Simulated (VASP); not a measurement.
Input of a VASP 6.6.1 run:

Contents of INCAR:

```
ALGO = Normal
EDIFF = 1E-7
ENCUT = 520
GGA = CA
ISIF = 2
ISMEAR = 0
LASPH = True
LCHARG = False
LREAL = False
LWAVE = False
NBANDS = 10
NELM = 60
PREC = Accurate
SIGMA = 0.01
```

The input KPOINTS:

```
k-points
0
Gamma
  9 9 9
```

POSCAR

```
Na
1.0
   -2.1171038106      2.1386641283      2.0902462859
    2.1959719019     -2.0897824202      2.1202326690
    2.1223861182      2.0950657211     -2.0413645777
Na
1
Direct
    0.0000000000      0.0000000000      0.0000000000
```

Potentials or basis: VASP PAW LDA potentials, release 64 (Na_pv).

Run with:

```sh
$ cat potpaw_LDA.64/Na_pv/POTCAR > POTCAR
$ mpirun -np 1 vasp_std > vasp.out
```

Estimate the pressure.

-1.0 GPa.

Stress tensor (GPa, compression positive):
```
-1.07 -0.03 -0.21
-0.03 -0.96 -0.16
-0.21 -0.16 -1.08
```
